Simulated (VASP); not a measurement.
# Cd2S (P3m1) in VASP: a series of runs

Aim: see how the results for Cd2S move with the level of theory and the settings. Levels: PBE, PBE+D3(BJ). Tasks: single point, relaxation of cell and atoms.

Everything below comes from runs of VASP 6.6.1. Logs are shortened: lines on timing, memory, paths and dates and some standing lists are left out, and cuts for length are marked.

## (1) The cell of the first run

The structure is trigonal, space group P3m1 (No. 156). The conventional cell has a = 3.960 Å, b = 3.960 Å, c = 5.814 Å, α = 90.00°, β = 90.00°, γ = 120.00°. Within 3.4 Å of Cd (site symmetry 3m) lie 2 S at 2.51 to 3.30 Å and 3 Cd at 3.09 Å. Cd (site symmetry 3m) has 3 S at 2.59 Å and 3 Cd at 3.09 Å within 3.4 Å. Within 3.4 Å of S (site symmetry 3m) lie 5 Cd at 2.51 to 3.30 Å.

## (2) Single point, PBE

Input file INCAR:

```
SYSTEM = Cd2S
  ALGO = Normal
  EDIFF = 1E-7
  ENCUT = 520
  GGA = PE
  ISIF = 2
  ISMEAR = -1
  LASPH = .True.
  LCHARG = .False.
  LREAL = .False.
  LWAVE = .False.
  NBANDS = 22
  NELM = 80
  PREC = Accurate
  SIGMA = 0.05
```

Input file KPOINTS:

```
k-points
0
Gamma
  8 8 5
  0 0 0
```

Input file POSCAR:

```
Cd2S
1.0
    3.9600881144      0.0000000000      0.0000000000
   -1.9800440572      3.4295369083      0.0000000000
    0.0000000000      0.0000000000      5.8143873870
Cd S
2 1
Direct
    0.3333333333      0.6666666667      0.9340319448
    0.6666666667      0.3333333333      0.5768426443
    0.3333333333      0.6666666667      0.3662824110
```

Potentials or basis: VASP PAW PBE potentials, release 64 (Cd, S).

Started as:

```
> cat potpaw_PBE.64/Cd/POTCAR potpaw_PBE.64/S/POTCAR > POTCAR
> mpirun -np 1 vasp_std > vasp.out
```

OUTCAR:

```text
SYSTEM = Cd2S
   EDIFF = 1E-7
   ENCUT = 520
   GGA = PE
   ISIF = 2
   ISMEAR = -1
   LASPH = .True.
   LREAL = .False.
   NELM = 80
   PREC = Accurate

 ion  position               nearest neighbor table
   1  0.333  0.667  0.934-   3 2.51   2 3.09   2 3.09   2 3.09
   2  0.667  0.333  0.577-   3 2.59   3 2.59   3 2.59   1 3.09   1 3.09   1 3.09
   3  0.333  0.667  0.366-   1 2.51   2 2.59   2 2.59   2 2.59

  LATTYP: Found a hexagonal cell.
 ALAT       =     3.9600881144
 C/A-ratio  =     1.4682469731

  Lattice vectors:

 A1 = (   3.9600881144,   0.0000000000,   0.0000000000)
 A2 = (  -1.9800440572,   3.4295369083,   0.0000000000)
 A3 = (   0.0000000000,   0.0000000000,   5.8143873870)

Analysis of symmetry for initial positions (statically):
=====================================================================
 Subroutine PRICEL returns:
 Original cell was already a primitive cell.

 Routine SETGRP: Setting up the symmetry group for a
 hexagonal supercell.

 Subroutine GETGRP returns: Found  6 space group operations
 (whereof  6 operations were pure point group operations)
 out of a pool of 24 trial point group operations.

The static configuration has the point symmetry C_3v.

Analysis of symmetry for dynamics (positions and initial velocities):
=====================================================================
 Subroutine PRICEL returns:
 Original cell was already a primitive cell.

 Routine SETGRP: Setting up the symmetry group for a
 hexagonal supercell.

 Subroutine GETGRP returns: Found  6 space group operations
 (whereof  6 operations were pure point group operations)
 out of a pool of 24 trial point group operations.

The dynamic configuration has the point symmetry C_3v.

 Subroutine INISYM returns: Found  6 space group operations
 (whereof  6 operations are pure point group operations),
 and found     1 'primitive' translations

----------------------------------------------------------------------------------------

                                     Primitive cell

  volume of cell :      78.9668

  direct lattice vectors                    reciprocal lattice vectors
     3.960088114  0.000000000  0.000000000     0.252519634  0.145792278  0.000000000
    -1.980044057  3.429536908  0.000000000     0.000000000  0.291584557  0.000000000
     0.000000000  0.000000000  5.814387387     0.000000000  0.000000000  0.171987165

  length of vectors
     3.960088114  3.960088114  5.814387387     0.291584557  0.291584557  0.171987165

[... 81 lines left out ...]
   NELM   =     80;   NELMIN=  2; NELMDL= -5     # of ELM steps
   EDIFF  = 0.1E-06   stopping-criterion for ELM
   LREAL  =      F    real-space projection
   EDIFFG = 0.1E-05   stopping-criterion for IOM
   NSW    =      0    number of steps for IOM
   IBRION =     -1    ionic relax: 0-MD 1-quasi-New 2-CG
   NFREE  =      0    steps in history (QN), initial steepest desc. (CG)
   ISIF   =      2    stress and relaxation
   ISYM   =      2    0-nonsym 1-usesym 2-fastsym
   POTIM  = 0.5000    time-step for ionic-motion
   TEBEG  =    0.0;   TEEND  =   0.0 temperature during run
   PSTRESS=    0.0 pullay stress
   NELECT =      30.0000    total number of electrons
   NUPDOWN=      -1.0000    fix difference up-down
   EMIN   =  10.00;   EMAX   =-10.00  energy-range for DOS
   EFERMI =   0.00;   METHOD = LEGACY
   ISMEAR =    -1;   SIGMA  =   0.05  broadening in eV -4-tet -1-fermi 0-gaus
   EFERMI_NEDOS =   21; number of points for ismear=-14 and -15
   IALGO  =     38    algorithm
   IMIX   =      4    mixing-type and parameters
     AMIX     =   0.40;   BMIX     =  1.00
     AMIX_MAG =   1.60;   BMIX_MAG =  1.00
  volume/ion in A,a.u.               =      26.32       177.63
  Fermi-wavevector in a.u.,A,eV,Ry     =   1.185679  2.240609 19.127544  1.405835
  Thomas-Fermi vector in A             =   2.321868
   LORBIT       =      0    0 simple, 1 ext, 2 COOP (PROOUT), +10 PAW based schemes
   GGA     = PE    functional components
   LHFCALC =     F    Hartree Fock is set to
   AEXX    =    0.0000 exact exchange contribution
   IVDW    =     0    specifies the selected vdW correction
   LEPSILON=     F    determine dielectric tensor
   LRPA    =     F    only Hartree local field effects (RPA)
 non-spin polarized calculation
  energy-cutoff  :      520.00
  volume of cell :       78.97
 maximum number of plane-waves:      2158
 NGX is ok and might be reduce to    30
   NGX = 15   NGY = 15   NGZ = 21

 number of electron      29.9999995 magnetization

 Free energy of the ion-electron system (eV)
  ---------------------------------------------------
  ext. energy  EPLUGINS =         0.00000000
  ---------------------------------------------------
  free energy    TOTEN  =        -6.24078676 eV

  energy without entropy =       -6.23914919  energy(sigma->0) =       -6.23996797

 E-fermi :   1.5097     XC(G=0):  -9.2944

 val. band max:        1.3747527177   @ k =   0.3750   0.2500   0.2000
 cond. band min:       1.6059505604   @ k =   0.5000   0.0000   0.2000
 fundamental gap:      0.2311978427
 Fermi energy:         1.5096744894

 k-point     1 :       0.0000    0.0000    0.0000
  band No.  band energies     occupation
      1     -11.3010      2.00000
      2      -6.9799      2.00000
      3      -6.9799      2.00000
      4      -6.8996      2.00000
      5      -6.8996      2.00000
      6      -6.8085      2.00000
[... 589 lines left out ...]
     21       8.9581      0.00000
     22       9.8550      0.00000

 [... further k-points ...]

------------------------ aborting loop because EDIFF is reached ----------------------------------------

  FORCE on cell =-STRESS in cart. coord.  units (eV):
  Direction    XX          YY          ZZ          XY          YZ          ZX
  --------------------------------------------------------------------------------------
  -------------------------------------------------------------------------------------
  Total        0.1058567      0.1058567      0.1777711      0.0000000      0.0000000      0.0000000
  in kB        2.1477554      2.1477554      3.6068456      0.0000000      0.0000000      0.0000000
  external PRESSURE =       2.6341188 kB  Pullay stress =       0.0000000 kB

 VOLUME and BASIS-vectors are now :
 -----------------------------------------------------------------------------
  energy-cutoff  :      520.00
  volume of cell :       78.97
      direct lattice vectors                 reciprocal lattice vectors
     3.960088114  0.000000000  0.000000000     0.252519634  0.145792278  0.000000000
    -1.980044057  3.429536908  0.000000000     0.000000000  0.291584557  0.000000000
     0.000000000  0.000000000  5.814387387     0.000000000  0.000000000  0.171987165

 POSITION                                       TOTAL-FORCE (eV/Angst)
 -----------------------------------------------------------------------------------
     -0.00000      2.28636      5.43082         0.000000      0.000000     -0.024935
      1.98004      1.14318      3.35399        -0.000000      0.000000      0.024073
     -0.00000      2.28636      2.12971        -0.000000     -0.000000      0.000863
 -----------------------------------------------------------------------------------
    total drift:                                0.000000     -0.000000     -0.000290

  FREE ENERGIE OF THE ION-ELECTRON SYSTEM (eV)
  ---------------------------------------------------
  free  energy   TOTEN  =        -6.2407867592 eV

  energy  without entropy=       -6.2391491868  energy(sigma->0) =       -6.23996797
```

OSZICAR:

```text
N       E                     dE             d eps       ncg     rms          rms(c)
DAV:   1     0.209629144212E+03    0.20963E+03   -0.15063E+04  1760   0.127E+03
DAV:   2     0.234432996671E+01   -0.20728E+03   -0.19759E+03  1982   0.327E+02
DAV:   3    -0.696247190450E+01   -0.93068E+01   -0.92609E+01  2120   0.705E+01
DAV:   4    -0.703730482159E+01   -0.74833E-01   -0.74823E-01  1946   0.592E+00
DAV:   5    -0.703830386573E+01   -0.99904E-03   -0.99903E-03  2122   0.660E-01    0.835E+00
DAV:   6    -0.625150753018E+01    0.78680E+00   -0.16203E+00  2266   0.119E+01    0.621E+00
DAV:   7    -0.624630937010E+01    0.51982E-02   -0.45552E-01  2078   0.410E+00    0.297E+00
DAV:   8    -0.624319435608E+01    0.31150E-02   -0.63302E-02  1940   0.230E+00    0.337E-01
DAV:   9    -0.624061712999E+01    0.25772E-02   -0.15137E-02  2126   0.118E+00    0.190E-01
DAV:  10    -0.624074670524E+01   -0.12958E-03   -0.11897E-03  1976   0.302E-01    0.113E-01
DAV:  11    -0.624079472635E+01   -0.48021E-04   -0.21792E-04  1910   0.102E-01    0.340E-02
DAV:  12    -0.624078601187E+01    0.87145E-05   -0.53927E-05  2110   0.474E-02    0.182E-02
DAV:  13    -0.624078715651E+01   -0.11446E-05   -0.13835E-05  2072   0.315E-02    0.841E-03
DAV:  14    -0.624078676536E+01    0.39115E-06   -0.12387E-06  2066   0.102E-02    0.169E-03
DAV:  15    -0.624078675915E+01    0.62023E-08   -0.27410E-07  1608   0.322E-03
   1 F= -.62407868E+01 E0= -.62399680E+01  d E =-.163757E-02
```

It took 2.4 min on 1 thread of Intel Xeon 8259CL, shared host; peak memory 0.23 GiB.

Results:

* Free energy: -6.2408 eV
* Pressure: 0.3 GPa
* Largest force: 0.025 eV/Å
* Band gap on the k mesh: 0.23 eV (least direct gap 0.57 eV)

Forces on the atoms (eV/Å):
```
Cd   0.000  0.000 -0.025
Cd   0.000  0.000  0.024
S    0.000  0.000  0.001
```

Caveat: semilocal functionals underestimate gaps, and a narrow one can read as zero.

## (3) Single point, PBE+D3(BJ)

Input file INCAR:

```
SYSTEM = Cd2S
PREC = Accurate
ENCUT = 520
EDIFF = 1E-6
ISMEAR = -1
SIGMA = 0.05
LREAL = .FALSE.
LASPH = .TRUE.
NELM = 80
ALGO = Normal
ISIF = 2
LWAVE = .FALSE.
LCHARG = .FALSE.
GGA = PE
IVDW = 12
NBANDS = 22
```

Input file KPOINTS:

```
Automatic mesh
0
G
  8 8 5
  0 0 0
```

Input file POSCAR:

```
Cd2S
1.0
    3.9626700490      0.0000000000      0.0000000000
   -1.9813350245      3.4317729293      0.0000000000
    0.0000000000      0.0000000000      5.8091920000
Cd S
2 1
Direct
    0.3333333333      0.6666666667      0.9327170000
    0.6666666667      0.3333333333      0.5787350000
    0.3333333333      0.6666666667      0.3657050000
```

Potentials or basis: VASP PAW PBE potentials, release 64 (Cd, S).

Started as:

```
> cat potpaw_PBE.64/Cd/POTCAR potpaw_PBE.64/S/POTCAR > POTCAR
> mpirun -np 1 vasp_std > vasp.out
```

Run time: 2 min. Hardware: 1 thread of Intel Xeon 8259CL, shared host; peak memory 0.24 GiB.

The run converged. Its results:

```
Free energy                : -7.1790 eV
Pressure                   : -1.9 GPa
Largest force              : 0.064 eV/Å
Band gap on the k mesh     : 0.23 eV (least direct gap 0.57 eV)
Dispersion energy per atom : -0.313 eV
```

Forces in eV/Å, atoms in the order of the input:
```
Cd   0.000  0.000  0.044
Cd   0.000  0.000 -0.064
S    0.000  0.000  0.021
```

Stress tensor (GPa, compression positive):
```
-1.98  0.00  0.00
 0.00 -1.98  0.00
 0.00  0.00 -1.74
```

Levels at points of the mesh, in eV from the valence-band top:
```tsv
k point	band 11	band 12	band 13	band 14	band 15	band 16	band 17	band 18	band 19	band 20
(0.00, 0.00, 0.00)	-7.63	-4.43	-3.65	-0.69	-0.69	3.24	5.09	6.85	6.85	8.32
(0.50, 0.00, 0.00)	-7.47	-4.41	-2.96	-1.56	-1.21	0.60	3.20	4.77	5.84	7.47
```

Caveat: three body term missing; semilocal functionals underestimate gaps, and a narrow one can read as zero.

## (4) Relaxation of cell and atoms, PBE

Input file INCAR:

```
SYSTEM = Cd2S
  PREC = Accurate
  ENCUT = 600
  EDIFF = 1E-6
  ISMEAR = -1
  SIGMA = 0.05
  LREAL = .FALSE.
  LASPH = .TRUE.
  NELM = 60
  ALGO = Normal
  ISIF = 3
  LWAVE = .FALSE.
  LCHARG = .FALSE.
  GGA = PE
  IBRION = 2
  NSW = 60
  EDIFFG = -0.01
```

Input file KPOINTS:

```
regular mesh
0
G
  8 8 5
  0 0 0
```

POSCAR is that of step 3.

Started as:

```
> cat potpaw_PBE.64/Cd/POTCAR potpaw_PBE.64/S/POTCAR > POTCAR
> mpirun -np 1 vasp_std > vasp.out
```

It took 5.4 min on 1 thread of Intel Xeon 8259CL, shared host; peak memory 0.26 GiB.

The run converged. Its results:

```
Free energy                           : -6.2405 eV
Relaxed volume                        : 26.44 Å³/atom
Relaxed cell                          : a = 3.966 Å, b = 3.966 Å, c = 5.822 Å, α = 90.00°, β = 90.00°, γ = 120.00°
Space group after relaxing (to 0.1 Å) : P3m1 (No. 156)
Energy gained by relaxing             : 0.2 meV/atom
Ionic steps                           : 6
Pressure after relaxing               : 0.0 GPa
Largest force after relaxing          : 0.007 eV/Å
Band gap on the k mesh                : 0.24 eV (least direct gap 0.57 eV)
```

Forces in eV/Å, atoms in the order of the input:
```
Cd   0.000  0.000  0.007
Cd   0.000  0.000 -0.004
S    0.000  0.000 -0.003
```

Step by step:
| step | energy change (eV) | largest force (eV/Å) | pressure (GPa) | volume (Å³) |
| --- | --- | --- | --- | --- |
| 1 | 0.0000 | 0.0530 | 0.09 | 79.00 |
| 2 | -0.0003 | 0.0435 | 0.00 | 79.17 |
| 3 | -0.0004 | 0.0365 | -0.05 | 79.30 |
| 4 | -0.0003 | 0.0346 | -0.17 | 79.57 |
| 5 | -0.0004 | 0.0326 | -0.07 | 79.38 |
| 6 | -0.0005 | 0.0066 | 0.01 | 79.32 |

Final structure:
```cif
data_structure
_symmetry_space_group_name_H-M 'P 1'
_symmetry_Int_Tables_number 1
_cell_length_a 3.9665
_cell_length_b 3.9665
_cell_length_c 5.8217
_cell_angle_alpha 90.000
_cell_angle_beta 90.000
_cell_angle_gamma 120.000
_cell_volume 79.32
loop_
_atom_site_label
_atom_site_type_symbol
_atom_site_fract_x
_atom_site_fract_y
_atom_site_fract_z
_atom_site_occupancy
Cd1 Cd 0.33333 0.66667 0.93360 1
Cd2 Cd 0.66667 0.33333 0.57712 1
S1 S 0.33333 0.66667 0.36644 1
```

Levels at points of the mesh, in eV from the valence-band top:
```
           k point  band 11  band 12  band 13  band 14  band 15  band 16  band 17  band 18  band 19
(0.00, 0.00, 0.00)    -7.65    -4.41    -3.65    -0.71    -0.71     3.20     5.05     6.83     6.83
(0.50, 0.00, 0.00)    -7.47    -4.43    -2.96    -1.58    -1.21     0.60     3.18     4.74     5.84
```

Caveat: semilocal functionals underestimate gaps, and a narrow one can read as zero. A k mesh can miss the band edges.

(Continued in part 2 of 2.)
